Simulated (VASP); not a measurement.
# W (Pm-3n) in VASP: relaxation of cell and atoms with PBEsol

Aim: the relaxation of cell and atoms of W with PBEsol.

Everything below comes from runs of VASP 6.6.1. Logs are shortened: lines on timing, memory, paths and dates and some standing lists are left out, and cuts for length are marked.

### Step 1. The cell of the first run

It takes space group Pm-3n (No. 223, cubic). The conventional cell has a = 5.083 Å, b = 5.083 Å, c = 5.083 Å, α = 90.00°, β = 90.00°, γ = 90.00°. W (site symmetry m-3) has 12 W at 2.84 Å within 3.7 Å. W (site symmetry -4m2) has 14 W at 2.54 to 3.11 Å within 3.4 Å.

### Step 2. Relaxation of cell and atoms, PBEsol

Input file INCAR:

```
SYSTEM = W
PREC     = Accurate       ! precision mode
ENCUT    = 500            ! plane-wave cutoff, eV
EDIFF    = 1E-7           ! SCF threshold, eV
ISMEAR   = -1             ! smearing method
SIGMA    = 0.1            ! smearing width, eV
LREAL    = .False.        ! projectors in reciprocal space
LASPH    = .True.         ! aspherical terms in the spheres
NELM     = 120            ! most SCF steps
ALGO     = Normal         ! electronic algorithm
ISIF     = 3              ! what is computed and relaxed
LWAVE    = .False.        ! write WAVECAR
LCHARG   = .False.        ! write CHGCAR
GGA      = PS             ! functional
IBRION   = 2              ! ionic algorithm
NSW      = 80             ! ionic steps
EDIFFG   = -0.01          ! ionic threshold
GGA_COMPAT= .False.      
NELMIN   = 4
```

Input file KPOINTS:

```
Automatic mesh
0
Gamma
  6 6 6
  0 0 0
```

Input file POSCAR:

```
W
1.0
    5.0830000000      0.0000000000      0.0000000000
    0.0000000000      5.0830000000      0.0000000000
    0.0000000000      0.0000000000      5.0830000000
W
8
Direct
    0.0000000000      0.0000000000      0.0000000000
    0.5000000000      0.5000000000      0.5000000000
    0.0000000000      0.5000000000      0.2500000000
    0.0000000000      0.5000000000      0.7500000000
    0.2500000000      0.0000000000      0.5000000000
    0.7500000000      0.0000000000      0.5000000000
    0.5000000000      0.7500000000      0.0000000000
    0.5000000000      0.2500000000      0.0000000000
```

Potentials or basis: VASP PAW PBE potentials, release 64 (W_sv).

The run is started by

```sh
> cat potpaw_PBE.64/W_sv/POTCAR > POTCAR
> mpirun -np 1 vasp_std > vasp.out
```

OUTCAR:

```text
SYSTEM = W
   PREC = Accurate
   ENCUT = 500
   EDIFF = 1E-7
   ISMEAR = -1
   LREAL = .False.
   LASPH = .True.
   NELM = 120
   ISIF = 3
   GGA = PS
   IBRION = 2
   NSW = 80
   EDIFFG = -0.01
   NELMIN = 4

 ion  position               nearest neighbor table
   1  0.000  0.000  0.000-   3 2.84   4 2.84   5 2.84   6 2.84   7 2.84   8 2.84   5 2.84   6 2.84
                             3 2.84   4 2.84   7 2.84   8 2.84
   2  0.500  0.500  0.500-   3 2.84   4 2.84   5 2.84   6 2.84   7 2.84   8 2.84   7 2.84   8 2.84
                             5 2.84   6 2.84   3 2.84   4 2.84
   3  0.000  0.500  0.250-   4 2.54   4 2.54   1 2.84   2 2.84   1 2.84   2 2.84   8 3.11   5 3.11
                             6 3.11   5 3.11   6 3.11   7 3.11   7 3.11   8 3.11
   4  0.000  0.500  0.750-   3 2.54   3 2.54   1 2.84   2 2.84   1 2.84   2 2.84   8 3.11   5 3.11
                             6 3.11   5 3.11   6 3.11   7 3.11   7 3.11   8 3.11
   5  0.250  0.000  0.500-   6 2.54   6 2.54   1 2.84   1 2.84   2 2.84   2 2.84   8 3.11   4 3.11
                             7 3.11   8 3.11   3 3.11   3 3.11   4 3.11   7 3.11
   6  0.750  0.000  0.500-   5 2.54   5 2.54   1 2.84   1 2.84   2 2.84   2 2.84   8 3.11   4 3.11
                             7 3.11   8 3.11   3 3.11   3 3.11   4 3.11   7 3.11
   7  0.500  0.750  0.000-   8 2.54   8 2.54   1 2.84   2 2.84   2 2.84   1 2.84   3 3.11   4 3.11
                             5 3.11   6 3.11   5 3.11   6 3.11   3 3.11   4 3.11
   8  0.500  0.250  0.000-   7 2.54   7 2.54   1 2.84   2 2.84   2 2.84   1 2.84   3 3.11   4 3.11
                             5 3.11   6 3.11   5 3.11   6 3.11   3 3.11   4 3.11

  LATTYP: Found a simple cubic cell.
 ALAT       =     5.0830000000

  Lattice vectors:

 A1 = (   5.0830000000,   0.0000000000,   0.0000000000)
 A2 = (   0.0000000000,   5.0830000000,   0.0000000000)
 A3 = (   0.0000000000,   0.0000000000,   5.0830000000)

Analysis of symmetry for initial positions (statically):
=====================================================================
 Subroutine PRICEL returns:
 Original cell was already a primitive cell.

 Routine SETGRP: Setting up the symmetry group for a
 simple cubic supercell.

 Subroutine GETGRP returns: Found 48 space group operations
 (whereof 24 operations were pure point group operations)
 out of a pool of 48 trial point group operations.

The static configuration has the point symmetry T_h .
 The point group associated with its full space group is O_h .

Analysis of symmetry for dynamics (positions and initial velocities):
=====================================================================
 Subroutine PRICEL returns:
 Original cell was already a primitive cell.

 Routine SETGRP: Setting up the symmetry group for a
 simple cubic supercell.

 Subroutine GETGRP returns: Found 48 space group operations
 (whereof 24 operations were pure point group operations)
 out of a pool of 48 trial point group operations.

The dynamic configuration has the point symmetry T_h .
 The point group associated with its full space group is O_h .

 Subroutine INISYM returns: Found 48 space group operations
 (whereof 24 operations are pure point group operations),
 and found     1 'primitive' translations

----------------------------------------------------------------------------------------

                                     Primitive cell

  volume of cell :     131.3289

  direct lattice vectors                    reciprocal lattice vectors
     5.083000000  0.000000000  0.000000000     0.196734212  0.000000000  0.000000000
     0.000000000  5.083000000  0.000000000     0.000000000  0.196734212  0.000000000
     0.000000000  0.000000000  5.083000000     0.000000000  0.000000000  0.196734212

  length of vectors
     5.083000000  5.083000000  5.083000000     0.196734212  0.196734212  0.196734212

  position of ions in fractional coordinates (direct lattice)
     0.000000000  0.000000000  0.000000000
     0.500000000  0.500000000  0.500000000
     0.000000000  0.500000000  0.250000000
     0.000000000  0.500000000  0.750000000
     0.250000000  0.000000000  0.500000000
     0.750000000  0.000000000  0.500000000
     0.500000000  0.750000000  0.000000000
     0.500000000  0.250000000  0.000000000

  ion indices of the primitive-cell ions
   primitive index   ion index
                 1           1
                 2           2
                 3           3
                 4           4
                 5           5
                 6           6
                 7           7
                 8           8

----------------------------------------------------------------------------------------

 KPOINTS: Automatic mesh

Automatic generation of k-mesh.
 Grid dimensions read from file:
 generate k-points for:    6    6    6

 Generating k-lattice:

  Cartesian coordinates                     Fractional coordinates (reciprocal lattice)
     0.032789035  0.000000000  0.000000000     0.166666667  0.000000000  0.000000000
     0.000000000  0.032789035  0.000000000     0.000000000  0.166666667  0.000000000
     0.000000000  0.000000000  0.032789035     0.000000000  0.000000000  0.166666667

  Length of vectors
     0.032789035  0.032789035  0.032789035

  Shift w.r.t. Gamma in fractional coordinates (k-lattice)
     0.000000000  0.000000000  0.000000000

 Subroutine IBZKPT returns following result:
 ===========================================

 Found     20 irreducible k-points:

 Following reciprocal coordinates:
            Coordinates               Weight
  0.000000  0.000000  0.000000      1.000000
  0.166667  0.000000  0.000000      6.000000
  0.333333  0.000000  0.000000      6.000000
  0.500000  0.000000  0.000000      3.000000
  0.166667  0.166667  0.000000     12.000000
  0.333333  0.166667  0.000000     24.000000
[... 12 lines left out ...]
  0.500000  0.500000  0.333333      6.000000
  0.500000  0.500000  0.500000      1.000000
   k-points           NKPTS =     20   k-points in BZ     NKDIM =     20   number of bands    NBANDS=     67
   number of dos      NEDOS =    301   number of ions     NIONS =      8
   total plane-waves  NPLWV =  64000
   dimension x,y,z NGX =    40 NGY =   40 NGZ =   40
   dimension x,y,z NGXF=    80 NGYF=   80 NGZF=   80
   ions per type =               8
   NGX,Y,Z   is equivalent  to a cutoff of  13.08, 13.08, 13.08 a.u.
   NGXF,Y,Z  is equivalent  to a cutoff of  26.17, 26.17, 26.17 a.u.
 SYSTEM =  W
   PREC   = accura    normal or accurate (medium, high low for compatibility)
   ISTART =      0    job   : 0-new  1-cont  2-samecut
   ICHARG =      2    charge: 1-file 2-atom 10-const
   ISPIN  =      1    spin polarized calculation?
   LNONCOLLINEAR =      F non collinear calculations
   LSORBIT =      F    spin-orbit coupling
   LASPH  =      T    aspherical Exc in radial PAW
   ENCUT  =  500.0 eV  36.75 Ry    6.06 a.u.   9.27  9.27  9.27*2*pi/ulx,y,z
   NELM   =    120;   NELMIN=  4; NELMDL= -5     # of ELM steps
   EDIFF  = 0.1E-06   stopping-criterion for ELM
   LREAL  =      F    real-space projection
   EDIFFG = -.1E-01   stopping-criterion for IOM
   NSW    =     80    number of steps for IOM
   IBRION =      2    ionic relax: 0-MD 1-quasi-New 2-CG
   NFREE  =      1    steps in history (QN), initial steepest desc. (CG)
   ISIF   =      3    stress and relaxation
   ISYM   =      2    0-nonsym 1-usesym 2-fastsym
   POTIM  = 0.5000    time-step for ionic-motion
   TEBEG  =    0.0;   TEEND  =   0.0 temperature during run
   PSTRESS=    0.0 pullay stress
   NELECT =     112.0000    total number of electrons
   NUPDOWN=      -1.0000    fix difference up-down
   EMIN   =  10.00;   EMAX   =-10.00  energy-range for DOS
   EFERMI =   0.00;   METHOD = LEGACY
   ISMEAR =    -1;   SIGMA  =   0.10  broadening in eV -4-tet -1-fermi 0-gaus
   EFERMI_NEDOS =   21; number of points for ismear=-14 and -15
   IALGO  =     38    algorithm
   IMIX   =      4    mixing-type and parameters
     AMIX     =   0.40;   BMIX     =  1.00
     AMIX_MAG =   1.60;   BMIX_MAG =  1.00
  volume/ion in A,a.u.               =      16.42       110.78
  Fermi-wavevector in a.u.,A,eV,Ry     =   1.552485  2.933771 32.792891  2.410209
  Thomas-Fermi vector in A             =   2.656853
   LORBIT       =      0    0 simple, 1 ext, 2 COOP (PROOUT), +10 PAW based schemes
   GGA     = PS    functional components
   LHFCALC =     F    Hartree Fock is set to
   AEXX    =    0.0000 exact exchange contribution
   IVDW    =     0    specifies the selected vdW correction
   LEPSILON=     F    determine dielectric tensor
   LRPA    =     F    only Hartree local field effects (RPA)
 conjugate gradient relaxation of ions
 non-spin polarized calculation
  energy-cutoff  :      500.00
  volume of cell :      131.33
 maximum number of plane-waves:      3362
 NGX is ok and might be reduce to    40
   NGX = 19   NGY = 19   NGZ = 19

--------------------------------------- Ionic step        1  -------------------------------------------

 number of electron     111.9999988 magnetization

 Free energy of the ion-electron system (eV)
  ---------------------------------------------------
  ext. energy  EPLUGINS =         0.00000000
  ---------------------------------------------------
  free energy    TOTEN  =      -109.60689391 eV

  energy without entropy =     -109.50071884  energy(sigma->0) =     -109.55380638

------------------------ aborting loop because EDIFF is reached ----------------------------------------

  FORCE on cell =-STRESS in cart. coord.  units (eV):
  Direction    XX          YY          ZZ          XY          YZ          ZX
  --------------------------------------------------------------------------------------
  -------------------------------------------------------------------------------------
  Total       -6.7584266     -6.7584266     -6.7584266     -0.0000000     -0.0000000      0.0000000
  in kB      -82.4509861    -82.4509861    -82.4509861     -0.0000000     -0.0000000      0.0000000
  external PRESSURE =     -82.4509861 kB  Pullay stress =       0.0000000 kB
[... 111 lines left out ...]
  energy  without entropy=     -109.5950802598  energy(sigma->0) =     -109.64768261

--------------------------------------- Ionic step        4  -------------------------------------------

 number of electron     111.9999961 magnetization

 Free energy of the ion-electron system (eV)
  ---------------------------------------------------
  ext. energy  EPLUGINS =         0.00000000
  ---------------------------------------------------
  free energy    TOTEN  =      -109.70046519 eV

  energy without entropy =     -109.59529793  energy(sigma->0) =     -109.64788156

 E-fermi :  10.9568     XC(G=0): -13.7031

 val. band max:       10.9550492668   @ k =   0.5000   0.1667   0.0000
 cond. band min:      10.9734403992   @ k =   0.3333   0.3333   0.0000
 fundamental gap:      0.0183911324
 Fermi energy:        10.9567983678

 k-point     1 :       0.0000    0.0000    0.0000
  band No.  band energies     occupation
      1     -63.0536      2.00000
      2     -63.0042      2.00000
      3     -63.0042      2.00000
      4     -62.8554      2.00000
      5     -62.8554      2.00000
      6     -62.8554      2.00000
[... 1424 lines left out ...]
  FREE ENERGIE OF THE ION-ELECTRON SYSTEM (eV)
  ---------------------------------------------------
  free  energy   TOTEN  =      -109.7004651910 eV

  energy  without entropy=     -109.5952979328  energy(sigma->0) =     -109.64788156

 reached required accuracy - stopping structural energy minimisation
```

Wall time 15 min (1 thread of Intel Xeon 8259CL, shared host); peak memory 0.32 GiB.

Results:

```
Free energy                           : -109.7005 eV
Relaxed volume                        : 15.97 Å³/atom
Relaxed cell                          : a = 5.037 Å, b = 5.037 Å, c = 5.037 Å, α = 90.00°, β = 90.00°, γ = 90.00°
Space group after relaxing (to 0.1 Å) : Pm-3n (No. 223)
Energy gained by relaxing             : 11.7 meV/atom
Ionic steps                           : 4
Pressure after relaxing               : 0.0 GPa
Band gap on the k mesh                : zero (bands 56 and 57 overlap by 0.86 eV)
```

The path:
```tsv
step	energy change (eV)	largest force (eV/Å)	pressure (GPa)	volume (Å³)
1	0.0000	0.0000	-8.25	131.33
2	1.2010	0.0000	38.03	115.92
3	-0.0934	0.0000	-0.38	127.93
4	-0.0936	0.0000	-0.04	127.79
```

Final structure:
```yaml
crystal:
  lattice:
    - [5.03698, 0.00000, 0.00000]
    - [0.00000, 5.03698, 0.00000]
    - [0.00000, 0.00000, 5.03698]
  atoms:
    - { symbol: W, position: [0.00000, 0.00000, 0.00000] }
    - { symbol: W, position: [0.50000, 0.50000, 0.50000] }
    - { symbol: W, position: [0.00000, 0.50000, 0.25000] }
    - { symbol: W, position: [0.00000, 0.50000, 0.75000] }
    - { symbol: W, position: [0.25000, 0.00000, 0.50000] }
    - { symbol: W, position: [0.75000, 0.00000, 0.50000] }
    - { symbol: W, position: [0.50000, 0.75000, 0.00000] }
    - { symbol: W, position: [0.50000, 0.25000, 0.00000] }
```

Caveat: the PAW data sets were made with another functional, which shifts forces and pressure a little; spin-orbit coupling is left out, which moves the levels of the heavy elements.
